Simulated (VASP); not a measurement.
W2C3, 10 atoms in the cell. Symmetry: P6_3/mmc, No. 194, hexagonal system. The conventional cell has a = 2.956 Å, b = 2.956 Å, c = 12.829 Å, α = 90.00°, β = 90.00°, γ = 120.00°. W (site symmetry 3m) has 7 C at 2.14 to 2.26 Å and 7 W at 2.87 to 2.96 Å within 3.0 Å. C (site symmetry 3m) has 3 C at 1.97 Å and 4 W at 2.14 to 2.26 Å within 2.6 Å. Within 3.0 Å of C (site symmetry -6m2) lie 6 W at 2.23 Å and 8 C at 2.72 to 2.96 Å. 

```yaml
Program: VASP 6.6.1
Task: single point
Functional: PBE
Potentials_or_basis: VASP PAW PBE potentials, release 64 (W_sv, C)
Cutoff: 520 eV
k_mesh: 12 × 12 × 2
Occupations: gaussian, width 0.2 eV
Spin: no spin polarisation
Dipole_correction: no
Further_INCAR_settings: ALGO = Normal; EDIFF = 1e-06; NBANDS = 51
```

Potentials or basis: VASP PAW PBE potentials, release 64 (W_sv, C).

Command:

```console
$ cat potpaw_PBE.64/W_sv/POTCAR potpaw_PBE.64/C/POTCAR > POTCAR
$ mpirun -np 1 vasp_std > vasp.out
```

Hardware: 1 thread of AMD EPYC 7R13, on a shared host.

**Question.** How long does it take, and how much memory?

**Answer.** Run time: 8.2 min on 1 thread of AMD EPYC 7R13, on a shared host, peak memory 0.27 GiB. Counts: scf iterations 15, k points 38.
